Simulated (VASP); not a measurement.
# TiB2 (I4_1/amd) in VASP: single point with PBE

Aim: the single point of TiB2 with PBE.

All numbers are computed with VASP 6.6.1; they aren't measurements. Logs are shortened: lines on timing, memory, paths and dates and some standing lists are left out, and cuts for length are marked.

## Step 1: The cell of the first run

Symmetry: I4_1/amd, No. 141, tetragonal system. Conventional cell: a = 3.095 Å, b = 3.095 Å, c = 10.763 Å, α = 90.00°, β = 90.00°, γ = 90.00°. Ti (site symmetry -4m2) has 12 B at 2.37 Å and 8 Ti at 3.10 Å within 3.2 Å. B (site symmetry 2mm) has 3 B at 1.79 to 1.80 Å and 6 Ti at 2.37 Å within 2.4 Å.

## Step 2: Single point, PBE

Input file INCAR:

```
SYSTEM = TiB2
ALGO = Normal
EDIFF = 1E-6
ENCUT = 520
GGA = PE
ISIF = 2
ISMEAR = 0
LASPH = .True.
LCHARG = .False.
LREAL = .False.
LWAVE = .False.
NBANDS = 27
NELM = 80
PREC = Accurate
SIGMA = 0.1
```

Input file KPOINTS:

```
k-points
0
Gamma
  8 8 8
  0 0 0
```

Input file POSCAR:

```
TiB2
1.0
   -1.5477255700      1.5477255700      5.3814035451
    1.5477255700     -1.5477255700      5.3814035451
    1.5477255700      1.5477255700     -5.3814035451
Ti B
2 4
Direct
    0.0000000000      0.0000000000      0.0000000000
    0.7500000000      0.2500000000      0.5000000000
    0.4165000000      0.4165000000      0.0000000000
    0.1665000000      0.6665000000      0.5000000000
    0.3335000000      0.8335000000      0.5000000000
    0.5835000000      0.5835000000      0.0000000000
```

Potentials or basis: VASP PAW PBE potentials, release 64 (Ti_sv, B).

Command:

```console
$ cat potpaw_PBE.64/Ti_sv/POTCAR potpaw_PBE.64/B/POTCAR > POTCAR
$ mpirun -np 1 vasp_std > vasp.out
```

OUTCAR:

```text
SYSTEM = TiB2
   EDIFF = 1E-6
   ENCUT = 520
   GGA = PE
   ISIF = 2
   ISMEAR = 0
   LASPH = .True.
   LREAL = .False.
   NELM = 80
   PREC = Accurate

 ion  position               nearest neighbor table
   1  0.000  0.000  0.000-   6 2.37   6 2.37   6 2.37   3 2.37   6 2.37   3 2.37   3 2.37   3 2.37
                             5 2.37   4 2.37   5 2.37   4 2.37
   2  0.750  0.250  0.500-   5 2.37   5 2.37   5 2.37   4 2.37   5 2.37   4 2.37   4 2.37   4 2.37
                             6 2.37   3 2.37   3 2.37   6 2.37
   3  0.416  0.416  0.000-   5 1.79   5 1.79   6 1.80   1 2.37   1 2.37   1 2.37   1 2.37   2 2.37
                             2 2.37
   4  0.166  0.666  0.500-   6 1.79   6 1.79   5 1.80   2 2.37   2 2.37   2 2.37   2 2.37   1 2.37
                             1 2.37
   5  0.334  0.834  0.500-   3 1.79   3 1.79   4 1.80   2 2.37   2 2.37   2 2.37   2 2.37   1 2.37
                             1 2.37
   6  0.584  0.584  0.000-   4 1.79   4 1.79   3 1.80   1 2.37   1 2.37   1 2.37   1 2.37   2 2.37
                             2 2.37

  LATTYP: Found a body centered tetragonal cell.
 ALAT       =     3.0954511400
 C/A-ratio  =     3.4769752787

  Lattice vectors:

 A1 = (  -1.5477255700,   1.5477255700,   5.3814035451)
 A2 = (   1.5477255700,  -1.5477255700,   5.3814035451)
 A3 = (   1.5477255700,   1.5477255700,  -5.3814035451)

Analysis of symmetry for initial positions (statically):
=====================================================================
 Subroutine PRICEL returns:
 Original cell was already a primitive cell.

 Routine SETGRP: Setting up the symmetry group for a
 body centered tetragonal supercell.

 Subroutine GETGRP returns: Found 16 space group operations
 (whereof  8 operations were pure point group operations)
 out of a pool of 16 trial point group operations.

The static configuration has the point symmetry D_2d.
 The point group associated with its full space group is D_4h.

Analysis of symmetry for dynamics (positions and initial velocities):
=====================================================================
 Subroutine PRICEL returns:
 Original cell was already a primitive cell.

 Routine SETGRP: Setting up the symmetry group for a
 body centered tetragonal supercell.

 Subroutine GETGRP returns: Found 16 space group operations
 (whereof  8 operations were pure point group operations)
 out of a pool of 16 trial point group operations.

The dynamic configuration has the point symmetry D_2d.
 The point group associated with its full space group is D_4h.

 Subroutine INISYM returns: Found 16 space group operations
 (whereof  8 operations are pure point group operations),
 and found     1 'primitive' translations

----------------------------------------------------------------------------------------

                                     Primitive cell

  volume of cell :      51.5636

  direct lattice vectors                    reciprocal lattice vectors
    -1.547725570  1.547725570  5.381403545     0.000000000  0.323054687  0.092912564
     1.547725570 -1.547725570  5.381403545     0.323054687  0.000000000  0.092912564
     1.547725570  1.547725570 -5.381403545     0.323054687  0.323054687  0.000000000

  length of vectors
     5.809510564  5.809510564  5.809510564     0.336150376  0.336150376  0.456868320

  position of ions in fractional coordinates (direct lattice)
     0.000000000  0.000000000  0.000000000
     0.750000000  0.250000000  0.500000000
     0.416500000  0.416500000  0.000000000
     0.166500000  0.666500000  0.500000000
     0.333500000  0.833500000  0.500000000
     0.583500000  0.583500000  0.000000000

  ion indices of the primitive-cell ions
   primitive index   ion index
                 1           1
                 2           2
                 3           3
                 4           4
                 5           5
                 6           6

----------------------------------------------------------------------------------------

 KPOINTS: k-points

Automatic generation of k-mesh.
 Grid dimensions read from file:
 generate k-points for:    8    8    8

 Generating k-lattice:

  Cartesian coordinates                     Fractional coordinates (reciprocal lattice)
     0.000000000  0.040381836  0.011614070     0.125000000  0.000000000 -0.000000000
     0.040381836  0.000000000  0.011614070     0.000000000  0.125000000 -0.000000000
     0.040381836  0.040381836  0.000000000     0.000000000  0.000000000  0.125000000

  Length of vectors
     0.042018797  0.042018797  0.057108540

  Shift w.r.t. Gamma in fractional coordinates (k-lattice)
     0.000000000  0.000000000  0.000000000

 Subroutine IBZKPT returns following result:
 ===========================================

 Found     59 irreducible k-points:

 Following reciprocal coordinates:
            Coordinates               Weight
  0.000000  0.000000  0.000000      1.000000
  0.125000 -0.000000  0.000000      8.000000
  0.250000 -0.000000  0.000000      8.000000
  0.375000  0.000000  0.000000      8.000000
  0.500000 -0.000000  0.000000      4.000000
  0.125000  0.125000  0.000000      8.000000
[... 16 lines left out ...]
  0.250000  0.125000  0.125000     16.000000
  0.375000  0.125000  0.125000      8.000000
 [... further k-points ...]
   k-points           NKPTS =     59   k-points in BZ     NKDIM =     59   number of bands    NBANDS=     27
   number of dos      NEDOS =    301   number of ions     NIONS =      6
   total plane-waves  NPLWV = 110592
   dimension x,y,z NGX =    48 NGY =   48 NGZ =   48
   dimension x,y,z NGXF=    96 NGYF=   96 NGZF=   96
   ions per type =               2   4
   NGX,Y,Z   is equivalent  to a cutoff of  13.74, 13.74, 13.74 a.u.
   NGXF,Y,Z  is equivalent  to a cutoff of  27.47, 27.47, 27.47 a.u.
 SYSTEM =  TiB2
   PREC   = accura    normal or accurate (medium, high low for compatibility)
   ISTART =      0    job   : 0-new  1-cont  2-samecut
   ICHARG =      2    charge: 1-file 2-atom 10-const
   ISPIN  =      1    spin polarized calculation?
   LNONCOLLINEAR =      F non collinear calculations
   LSORBIT =      F    spin-orbit coupling
   LASPH  =      T    aspherical Exc in radial PAW
   ENCUT  =  520.0 eV  38.22 Ry    6.18 a.u.  10.80 10.80 10.80*2*pi/ulx,y,z
   NELM   =     80;   NELMIN=  2; NELMDL= -5     # of ELM steps
   EDIFF  = 0.1E-05   stopping-criterion for ELM
   LREAL  =      F    real-space projection
   EDIFFG = 0.1E-04   stopping-criterion for IOM
   NSW    =      0    number of steps for IOM
   IBRION =     -1    ionic relax: 0-MD 1-quasi-New 2-CG
   NFREE  =      0    steps in history (QN), initial steepest desc. (CG)
   ISIF   =      2    stress and relaxation
   ISYM   =      2    0-nonsym 1-usesym 2-fastsym
   POTIM  = 0.5000    time-step for ionic-motion
   TEBEG  =    0.0;   TEEND  =   0.0 temperature during run
   PSTRESS=    0.0 pullay stress
   NELECT =      36.0000    total number of electrons
   NUPDOWN=      -1.0000    fix difference up-down
   EMIN   =  10.00;   EMAX   =-10.00  energy-range for DOS
   EFERMI =   0.00;   METHOD = LEGACY
   ISMEAR =     0;   SIGMA  =   0.10  broadening in eV -4-tet -1-fermi 0-gaus
   EFERMI_NEDOS =   21; number of points for ismear=-14 and -15
   IALGO  =     38    algorithm
   IMIX   =      4    mixing-type and parameters
     AMIX     =   0.40;   BMIX     =  1.00
     AMIX_MAG =   1.60;   BMIX_MAG =  1.00
  volume/ion in A,a.u.               =       8.59        57.99
  Fermi-wavevector in a.u.,A,eV,Ry     =   1.452316  2.744480 28.697711  2.109222
  Thomas-Fermi vector in A             =   2.569712
   LORBIT       =      0    0 simple, 1 ext, 2 COOP (PROOUT), +10 PAW based schemes
   GGA     = PE    functional components
   LHFCALC =     F    Hartree Fock is set to
   AEXX    =    0.0000 exact exchange contribution
   IVDW    =     0    specifies the selected vdW correction
   LEPSILON=     F    determine dielectric tensor
   LRPA    =     F    only Hartree local field effects (RPA)
 non-spin polarized calculation
 Gauss-broadening in eV      SIGMA  =   0.10
  energy-cutoff  :      520.00
  volume of cell :       51.56
 maximum number of plane-waves:      1406
 NGX is ok and might be reduce to    48
   NGX = 21   NGY = 21   NGZ = 21

 number of electron      35.9999999 magnetization

 Free energy of the ion-electron system (eV)
  ---------------------------------------------------
  ext. energy  EPLUGINS =         0.00000000
  ---------------------------------------------------
  free energy    TOTEN  =       -48.68665241 eV

  energy without entropy =      -48.68351498  energy(sigma->0) =      -48.68508370

 E-fermi :   9.8736     XC(G=0): -12.7607

 val. band max:        9.8322991951   @ k =  -0.2500   0.2500   0.1250
 cond. band min:       9.8762542207   @ k =  -0.1250   0.5000   0.1250
 fundamental gap:      0.0439550256
 Fermi energy:         9.8735645165

 k-point     1 :       0.0000    0.0000    0.0000
  band No.  band energies     occupation
      1     -46.9385      2.00000
      2     -46.8968      2.00000
      3     -23.3824      2.00000
      4     -23.1374      2.00000
      5     -23.1374      2.00000
      6     -23.1257      2.00000
[... 19 lines left out ...]
     26      13.5115      0.00000
     27      15.3983      0.00000

 k-point     2 :       0.1250   -0.0000    0.0000
  band No.  band energies     occupation
      1     -46.9341      2.00000
      2     -46.8948      2.00000
      3     -23.3692      2.00000
      4     -23.1793      2.00000
      5     -23.1609      2.00000
      6     -23.1363      2.00000
[... 19 lines left out ...]
     26      14.1416      0.00000
     27      15.6916      0.00000

 k-point     3 :       0.2500   -0.0000    0.0000
  band No.  band energies     occupation
      1     -46.9229      2.00000
      2     -46.8902      2.00000
      3     -23.3424      2.00000
      4     -23.2760      2.00000
      5     -23.2359      2.00000
      6     -23.1309      2.00000
[... 19 lines left out ...]
     26      15.0245      0.00000
     27      15.7313      0.00000

 k-point     4 :       0.3750    0.0000    0.0000
  band No.  band energies     occupation
      1     -46.9110      2.00000
      2     -46.8863      2.00000
      3     -23.3752      2.00000
      4     -23.3583      2.00000
      5     -23.2540      2.00000
      6     -23.1240      2.00000
[... 19 lines left out ...]
     26      15.5435      0.00000
     27      15.7580      0.00000

 k-point     5 :       0.5000   -0.0000    0.0000
  band No.  band energies     occupation
      1     -46.9055      2.00000
      2     -46.8852      2.00000
      3     -23.4126      2.00000
      4     -23.3869      2.00000
      5     -23.2381      2.00000
      6     -23.1209      2.00000
[... 19 lines left out ...]
     26      15.8625      0.00000
     27      15.9530      0.00000

 k-point     6 :       0.1250    0.1250    0.0000
  band No.  band energies     occupation
      1     -46.9289      2.00000
      2     -46.8934      2.00000
      3     -23.3510      2.00000
      4     -23.1850      2.00000
      5     -23.1767      2.00000
      6     -23.1542      2.00000
[... 444 lines left out ...]
      1     -46.8735      2.00000
      2     -46.8735      2.00000
      3     -23.3664      2.00000
      4     -23.3664      2.00000
      5     -23.3407      2.00000
      6     -23.3407      2.00000
[... 19 lines left out ...]
     26      14.7678      0.00000
     27      15.2038      0.00000

 k-point    22 :       0.1250    0.1250    0.1250
  band No.  band energies     occupation
      1     -46.9090      2.00000
      2     -46.8820      2.00000
      3     -23.3160      2.00000
      4     -23.2675      2.00000
      5     -23.2486      2.00000
      6     -23.2364      2.00000
[... 19 lines left out ...]
     26      14.7310      0.00000
     27      15.4889      0.00000

 k-point    23 :       0.2500    0.1250    0.1250
  band No.  band energies     occupation
      1     -46.8972      2.00000
      2     -46.8782      2.00000
      3     -23.3512      2.00000
      4     -23.3391      2.00000
      5     -23.2508      2.00000
      6     -23.2484      2.00000
[... 19 lines left out ...]
     26      14.7673      0.00000
     27      15.6755      0.00000

 k-point    24 :       0.3750    0.1250    0.1250
  band No.  band energies     occupation
      1     -46.8917      2.00000
      2     -46.8772      2.00000
      3     -23.3872      2.00000
      4     -23.3682      2.00000
      5     -23.2455      2.00000
      6     -23.2397      2.00000
[... 19 lines left out ...]
     26      15.0384      0.00000
     27      15.3959      0.00000

 [... further k-points ...]

------------------------ aborting loop because EDIFF is reached ----------------------------------------

  FORCE on cell =-STRESS in cart. coord.  units (eV):
  Direction    XX          YY          ZZ          XY          YZ          ZX
  --------------------------------------------------------------------------------------
  -------------------------------------------------------------------------------------
  Total        0.5418150      0.5418150     -3.9223569      0.0000000     -0.0000000      0.0000000
  in kB       16.8351942     16.8351942   -121.8748850      0.0000000     -0.0000000      0.0000000
  external PRESSURE =     -29.4014989 kB  Pullay stress =       0.0000000 kB

 VOLUME and BASIS-vectors are now :
 -----------------------------------------------------------------------------
  energy-cutoff  :      520.00
  volume of cell :       51.56
      direct lattice vectors                 reciprocal lattice vectors
    -1.547725570  1.547725570  5.381403545     0.000000000  0.323054687  0.092912564
     1.547725570 -1.547725570  5.381403545     0.323054687  0.000000000  0.092912564
     1.547725570  1.547725570 -5.381403545     0.323054687  0.323054687  0.000000000

 POSITION                                       TOTAL-FORCE (eV/Angst)
 -----------------------------------------------------------------------------------
      0.00000      0.00000      0.00000         0.000000      0.000000     -0.000000
     -0.00000      1.54773      2.69070         0.000000      0.000000     -0.000000
      0.00000      0.00000      4.48271         0.000000     -0.000000      0.217186
      1.54773     -0.00000      1.79201        -0.000000      0.000000      0.217186
      1.54773     -0.00000      3.58940        -0.000000      0.000000     -0.217186
      0.00000      0.00000      6.28010         0.000000     -0.000000     -0.217186
 -----------------------------------------------------------------------------------
    total drift:                                0.000000     -0.000000      0.000000

  FREE ENERGIE OF THE ION-ELECTRON SYSTEM (eV)
  ---------------------------------------------------
  free  energy   TOTEN  =       -48.6866524131 eV

  energy  without entropy=      -48.6835149833  energy(sigma->0) =      -48.68508370
```

Run time: 1.9 min. Hardware: 1 thread of Intel Xeon 6975P-C (Granite Rapids), shared host; peak memory 0.34 GiB.

Results:

```yaml
Free_energy: -48.6867 eV
Pressure: -2.9 GPa
Largest_force: 0.217 eV/Å
Band_gap_on_the_k_mesh: zero (bands 18 and 19 overlap by 0.15 eV)
```

Forces in eV/Å, atoms in the order of the input:
```
Ti   0.000  0.000  0.000
Ti   0.000  0.000  0.000
B    0.000  0.000  0.217
B    0.000  0.000  0.217
B    0.000  0.000 -0.217
B    0.000  0.000 -0.217
```

Caveat: the stress differs along the axes, from -12 to 2 GPa.

The gap in the log of VASP goes by the Fermi energy; the results here count the filled bands.